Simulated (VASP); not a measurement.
Crystal: Sb.

```
CELL_PARAMETERS angstrom
2.15420 1.24373 3.75800
-2.15420 1.24373 3.75800
0.00000 -2.48746 3.75800
ATOMIC_POSITIONS crystal
Sb 0.23349 0.23349 0.23349
Sb 0.76651 0.76651 0.76651
```

Base run:

```yaml
Program: VASP 6.6.1
Functional: PBEsol
Potentials_or_basis: VASP PAW PBE potentials, release 64 (Sb)
Cutoff: 520 eV
k_mesh: 5 × 5 × 5
Occupations: fermi-dirac, width 0.1 eV
Spin: no spin polarisation
```

Its results: band gap on the k mesh 0.38 eV, indirect (least direct gap 0.74 eV); pressure 0.1 GPa; largest force 0.055 eV/Å.

Q: The run is repeated on the same cell with these changes: k mesh from 5 × 5 × 5 to 8 × 8 × 8. What comes out?

A: Band gap on the k mesh zero (band 5 reaches 7.20 eV, above the bottom of band 6 at 6.89 eV); pressure 0.2 GPa; largest force 0.180 eV/Å.

Caveats: the PAW data sets were made with another functional, which shifts forces and pressure a little; spin-orbit coupling is left out, which moves the levels of the heavy elements.

A k mesh can miss the band edges.
